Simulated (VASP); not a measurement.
A run of VASP 6.6.1 is set up as follows.

The input INCAR:

```
ALGO = Fast
EDIFF = 1E-6
ENCUT = 520
GGA = PE
ISIF = 2
ISMEAR = 0
LASPH = True
LCHARG = False
LREAL = False
LWAVE = False
NBANDS = 13
NELM = 80
PREC = Accurate
SIGMA = 0.15
```

KPOINTS

```
k-points
0
Gamma
  22 22 22
```

The input POSCAR:

```
AlCo
1.0
    2.7093072889      0.0000000000      0.0000000000
    0.0000000000      2.8519024094      0.0000000000
    0.0000000000      0.0000000000      2.8519024094
Al Co
1 1
Direct
    0.0000000000      0.0000000000      0.0000000000
    0.5000000000      0.5000000000      0.5000000000
```

Potentials or basis: VASP PAW PBE potentials, release 64 (Al, Co).

Command:

```sh
$ cat potpaw_PBE.64/Al/POTCAR potpaw_PBE.64/Co/POTCAR > POTCAR
$ mpirun -np 1 vasp_std > vasp.out
```

Estimate the band gap on the k mesh.

zero (bands 6 and 7 overlap by 2.70 eV).

What does it give for the pressure?

10.3 GPa.

Stress tensor (GPa, compression positive):
```
18.15  0.00  0.00
 0.00  6.34  0.00
 0.00  0.00  6.34
```

Caveat: the cell differs from its parent crystal (strain -0.0500 x Voigt [1, 0, 0, 0, 0, 0]); the stress differs along the axes, from 6 to 18 GPa; the run has no spin polarisation, though such a crystal can be magnetic. Spin polarisation is off, so any magnetic state and its effect on volume and gap are missing.
